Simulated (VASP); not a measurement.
# Ag (P6/mmm) in VASP: a series of runs, part 3 of 3

VASP 6.6.1. Earlier steps stand in the parts before.

### 4 Single point, PBEsol (volume scaled by 1.12)

Input file INCAR:

```
PREC = Accurate
ENCUT = 520
EDIFF = 1E-6
ISMEAR = -1
SIGMA = 0.1
LREAL = F
LASPH = T
NELM = 100
ALGO = Normal
ISIF = 2
LWAVE = F
LCHARG = T
GGA = PS
LELF = T
LVHAR = T
NBANDS = 24
```

Input file KPOINTS:

```
Automatic mesh
0
Gamma
  9 9 13
```

Input file POSCAR:

```
Ag
1.0
    4.7941654082      0.0000000000      0.0000000000
   -2.3970827041      4.1518690335      0.0000000000
    0.0000000000      0.0000000000      2.8724930360
Ag
3
Direct
    0.0000000000      1.0000000000      0.0000000000
    0.3333333333      0.6666666667      0.5000000000
    0.6666666667      0.3333333333      0.5000000000
```

Potentials or basis: VASP PAW PBE potentials, release 64 (Ag).

On the command line:

```sh
$ cat potpaw_PBE.64/Ag/POTCAR > POTCAR
$ mpirun -np 1 vasp_std > vasp.out
```

OUTCAR:

```text
PREC = Accurate
   ENCUT = 520
   EDIFF = 1E-6
   ISMEAR = -1
   LREAL = F
   LASPH = T
   NELM = 100
   ISIF = 2
   GGA = PS

 ion  position               nearest neighbor table
   1  0.000  0.000  0.000-   2 3.12   3 3.12   2 3.12   3 3.12   3 3.12   3 3.12   2 3.12   2 3.12
                             3 3.12   3 3.12   2 3.12   2 3.12
   2  0.333  0.667  0.500-   3 2.77   3 2.77   3 2.77   1 3.12   1 3.12   1 3.12   1 3.12   1 3.12
                             1 3.12
   3  0.667  0.333  0.500-   2 2.77   2 2.77   2 2.77   1 3.12   1 3.12   1 3.12   1 3.12   1 3.12
                             1 3.12

  LATTYP: Found a hexagonal cell.
 ALAT       =     4.7941654082
 C/A-ratio  =     0.5991643574

  Lattice vectors:

 A1 = (   4.7941654082,   0.0000000000,   0.0000000000)
 A2 = (  -2.3970827041,   4.1518690335,   0.0000000000)
 A3 = (   0.0000000000,   0.0000000000,   2.8724930360)

Analysis of symmetry for initial positions (statically):
=====================================================================
 Subroutine PRICEL returns:
 Original cell was already a primitive cell.

 Routine SETGRP: Setting up the symmetry group for a
 hexagonal supercell.

 Subroutine GETGRP returns: Found 24 space group operations
 (whereof 24 operations were pure point group operations)
 out of a pool of 24 trial point group operations.

The static configuration has the point symmetry D_6h.

Analysis of symmetry for dynamics (positions and initial velocities):
=====================================================================
 Subroutine PRICEL returns:
 Original cell was already a primitive cell.

 Routine SETGRP: Setting up the symmetry group for a
 hexagonal supercell.

 Subroutine GETGRP returns: Found 24 space group operations
 (whereof 24 operations were pure point group operations)
 out of a pool of 24 trial point group operations.

[... 112 lines left out ...]
   PSTRESS=    0.0 pullay stress
   NELECT =      33.0000    total number of electrons
   NUPDOWN=      -1.0000    fix difference up-down
   EMIN   =  10.00;   EMAX   =-10.00  energy-range for DOS
   EFERMI =   0.00;   METHOD = LEGACY
   ISMEAR =    -1;   SIGMA  =   0.10  broadening in eV -4-tet -1-fermi 0-gaus
   EFERMI_NEDOS =   21; number of points for ismear=-14 and -15
   IALGO  =     38    algorithm
   IMIX   =      4    mixing-type and parameters
     AMIX     =   0.40;   BMIX     =  1.00
     AMIX_MAG =   1.60;   BMIX_MAG =  1.00
  volume/ion in A,a.u.               =      19.06       128.61
  Fermi-wavevector in a.u.,A,eV,Ry     =   1.363037  2.575766 25.277848  1.857869
  Thomas-Fermi vector in A             =   2.489475
   LORBIT       =      0    0 simple, 1 ext, 2 COOP (PROOUT), +10 PAW based schemes
   GGA     = PS    functional components
   LHFCALC =     F    Hartree Fock is set to
   AEXX    =    0.0000 exact exchange contribution
   IVDW    =     0    specifies the selected vdW correction
   LEPSILON=     F    determine dielectric tensor
   LRPA    =     F    only Hartree local field effects (RPA)
 non-spin polarized calculation
  energy-cutoff  :      520.00
  volume of cell :       57.18
 maximum number of plane-waves:      1560
 NGX is ok and might be reduce to    36
   NGX = 17   NGY = 17   NGZ = 11

 number of electron      32.9999997 magnetization

 Free energy of the ion-electron system (eV)
  ---------------------------------------------------
  ext. energy  EPLUGINS =         0.00000000
  ---------------------------------------------------
  free energy    TOTEN  =        -9.51079516 eV

  energy without entropy =       -9.48186819  energy(sigma->0) =       -9.49633167

 E-fermi :   6.7757     XC(G=0): -11.7513

 val. band max:        6.7746299333   @ k =   0.2222   0.2222   0.4615
 cond. band min:       6.8056582338   @ k =   0.3333   0.3333   0.3846
 fundamental gap:      0.0310283005
 Fermi energy:         6.7756888184

 k-point     1 :       0.0000    0.0000    0.0000
  band No.  band energies     occupation
      1      -0.2642      2.00000
      2       1.0523      2.00000
      3       1.9732      2.00000
      4       2.1300      2.00000
      5       2.2074      2.00000
      6       2.2074      2.00000
[... 637 lines left out ...]
     23      20.8208      0.00000
     24      20.9453      0.00000

 [... further k-points ...]
[... 5 lines left out ...]
  --------------------------------------------------------------------------------------
  -------------------------------------------------------------------------------------
  Total       -3.3100336     -3.3100336     -3.3411930      0.0000000     -0.0000000      0.0000000
  in kB      -92.7528664    -92.7528664    -93.6260069      0.0000000     -0.0000000      0.0000000
  external PRESSURE =     -93.0439133 kB  Pullay stress =       0.0000000 kB

 VOLUME and BASIS-vectors are now :
 -----------------------------------------------------------------------------
  energy-cutoff  :      520.00
  volume of cell :       57.18
      direct lattice vectors                 reciprocal lattice vectors
     4.794165408  0.000000000  0.000000000     0.208586879  0.120427691  0.000000000
    -2.397082704  4.151869033  0.000000000     0.000000000  0.240855381  0.000000000
     0.000000000  0.000000000  2.872493036     0.000000000  0.000000000  0.348129652

 POSITION                                       TOTAL-FORCE (eV/Angst)
 -----------------------------------------------------------------------------------
      0.00000      0.00000      0.00000        -0.000000      0.000000     -0.000000
     -0.00000      2.76791      1.43625         0.000000      0.000000      0.000000
      2.39708      1.38396      1.43625        -0.000000      0.000000     -0.000000
 -----------------------------------------------------------------------------------
    total drift:                                0.000000      0.000000     -0.000000

  FREE ENERGIE OF THE ION-ELECTRON SYSTEM (eV)
  ---------------------------------------------------
  free  energy   TOTEN  =        -9.5107951619 eV

  energy  without entropy=       -9.4818681875  energy(sigma->0) =       -9.49633167
```

OSZICAR:

```text
N       E                     dE             d eps       ncg     rms          rms(c)
DAV:   1     0.202132095402E+03    0.20213E+03   -0.16187E+04  4056   0.130E+03
DAV:   2    -0.701792808561E+01   -0.20915E+03   -0.19416E+03  4312   0.299E+02
DAV:   3    -0.104025751370E+02   -0.33846E+01   -0.33721E+01  4760   0.444E+01
DAV:   4    -0.104152981826E+02   -0.12723E-01   -0.12722E-01  4560   0.264E+00
DAV:   5    -0.104154321593E+02   -0.13398E-03   -0.13398E-03  5000   0.298E-01    0.753E+00
DAV:   6    -0.953642701466E+01    0.87901E+00   -0.27133E+00  4424   0.149E+01    0.474E+00
DAV:   7    -0.951963121813E+01    0.16796E-01   -0.22128E-02  4784   0.108E+00    0.278E+00
DAV:   8    -0.951076504774E+01    0.88662E-02   -0.12524E-03  4560   0.323E-01    0.831E-02
DAV:   9    -0.951078000786E+01   -0.14960E-04   -0.51830E-05  5088   0.100E-01    0.251E-02
DAV:  10    -0.951079351578E+01   -0.13508E-04   -0.72373E-06  4688   0.251E-02    0.135E-02
DAV:  11    -0.951079523194E+01   -0.17162E-05   -0.12745E-06  3336   0.978E-03    0.775E-04
DAV:  12    -0.951079516190E+01    0.70042E-07   -0.80121E-08  2624   0.246E-03
   1 F= -.95107952E+01 E0= -.94963317E+01  d E =-.289270E-01
```

Wall time 4.2 min (1 thread of AMD EPYC 7R13, shared host); peak memory 0.21 GiB.

What came out:

| Quantity | Value |
| --- | --- |
| Free energy | -9.5108 eV |
| Pressure | -9.3 GPa |

Levels at points of the mesh, in eV from the Fermi level:
| k point | band 13 | band 14 | band 15 | band 16 | band 17 | band 18 | band 19 | band 20 |
| --- | --- | --- | --- | --- | --- | --- | --- | --- |
| (0.00, 0.00, 0.00) | -3.67 | -3.67 | -2.80 | -2.80 | 4.30 | 4.30 | 4.30 | 4.30 |

Caveat: the cell differs from its parent crystal (volume scaled by 1.12); the PAW data sets were made with another functional, which shifts forces and pressure a little.

### 5 Single point, PBEsol

This run uses another cell than the first one, of 17.02 Å³/atom, 0.962 times its volume.

Input file INCAR:

```
ALGO     = Normal         # electronic algorithm
EDIFF    = 1E-6           # SCF threshold, eV
ENCUT    = 520            # plane-wave cutoff, eV
GGA      = PS             # functional
ISIF     = 2              # what is computed and relaxed
ISMEAR   = -1             # smearing method
LASPH    = T              # aspherical terms in the spheres
LCHARG   = F              # write CHGCAR
LREAL    = F              # projectors in reciprocal space
LWAVE    = F              # write WAVECAR
NBANDS   = 24             # bands
NELM     = 60             # most SCF steps
PREC     = Accurate       # precision mode
SIGMA    = 0.1            # smearing width, eV
```

Input file KPOINTS:

```
k-points
0
Gamma
  11 11 15
```

Input file POSCAR:

```
Ag
1.0
    4.6164379912      0.0000000000      0.0000000000
   -2.3082189956      3.9979525754      0.0000000000
    0.0000000000      0.0000000000      2.7660051024
Ag
3
Direct
    0.0000000000      1.0000000000      0.0000000000
    0.3333333333      0.6666666667      0.5000000000
    0.6666666667      0.3333333333      0.5000000000
```

On the command line:

```sh
$ cat potpaw_PBE.64/Ag/POTCAR > POTCAR
$ mpirun -np 1 vasp_std > vasp.out
```

Run time: 5.6 min. Hardware: 1 thread of AMD EPYC 7R13, shared host; peak memory 0.23 GiB.

Results (log left out):

```yaml
Free_energy: -9.7130 eV
Pressure: -0.2 GPa
```

Stress tensor (GPa, compression positive):
```
-0.10  0.00  0.00
 0.00 -0.10  0.00
 0.00  0.00 -0.45
```

Levels at points of the mesh, in eV from the Fermi level:
| k point | band 12 | band 13 | band 14 | band 15 | band 16 | band 17 | band 18 | band 19 | band 20 | band 21 |
| --- | --- | --- | --- | --- | --- | --- | --- | --- | --- | --- |
| (0.00, 0.00, 0.00) | -3.97 | -3.91 | -3.91 | -2.84 | -2.84 | 4.62 | 4.62 | 4.63 | 4.63 | 5.04 |

Caveat: the PAW data sets were made with another functional, which shifts forces and pressure a little.

### 6 The runs side by side

```tsv
cell	k mesh	gap on the mesh (eV)	pressure (GPa)
a = 4.677, b = 4.677, c = 2.802 Å, angles 90.0, 90.0, 120.0°, 3 atoms	9 × 9 × 13	none	-4.1
a = 4.736, b = 4.736, c = 2.838 Å, angles 90.0, 90.0, 120.0°, 3 atoms	9 × 9 × 13	none	-7.1
a = 4.794, b = 4.794, c = 2.872 Å, angles 90.0, 90.0, 120.0°, 3 atoms	9 × 9 × 13	none	-9.3
a = 4.616, b = 4.616, c = 2.766 Å, angles 90.0, 90.0, 120.0°, 3 atoms	11 × 11 × 15	none	-0.2
```

Alike in all rows: task single point; level PBEsol; potentials or basis VASP PAW PBE potentials, release 64 (Ag); no spin polarisation; cutoff (eV) 520; smearing fermi-dirac 0.1 eV.

Caveats: the PAW data sets were made with another functional, which shifts forces and pressure a little.

Total energies depend on the potentials used, so only differences within one code and one set of settings carry meaning.
